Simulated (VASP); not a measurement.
A run of VASP 6.6.1:

Contents of INCAR:

```
PREC = Accurate
ENCUT = 520
EDIFF = 1E-7
ISMEAR = -1
SIGMA = 0.1
LREAL = False
LASPH = True
NELM = 100
ALGO = Normal
ISIF = 2
LWAVE = False
LCHARG = True
GGA = B5
ALDAX = 1.0
AGGAX = 1.0
AGGAC = 1.0
ALDAC = 0.0
LELF = True
LVHAR = True
NBANDS = 8
```

The input KPOINTS:

```
Automatic mesh
0
Gamma
  14 14 14
```

File POSCAR:

```
As
1.0
   -1.7168235336      1.7168235336      1.7168235336
    1.7168235336     -1.7168235336      1.7168235336
    1.7168235336      1.7168235336     -1.7168235336
As
1
Direct
    0.0000000000      0.0000000000      0.0000000000
```

Potentials or basis: VASP PAW PBE potentials, release 64 (As).

Launch:

```bash
$ cat potpaw_PBE.64/As/POTCAR > POTCAR
$ mpirun -np 1 vasp_std > vasp.out
```

Hardware: 1 thread of Intel(R) Xeon(R) 6975P-C (Granite Rapids), with other jobs on the host.

Problem. How long does it take, and how much memory?

Solution. It took 8.4 s on 1 thread of Intel(R) Xeon(R) 6975P-C (Granite Rapids), with other jobs on the host, peak memory 0.13 GiB. Counts: scf iterations 10, k points 104.
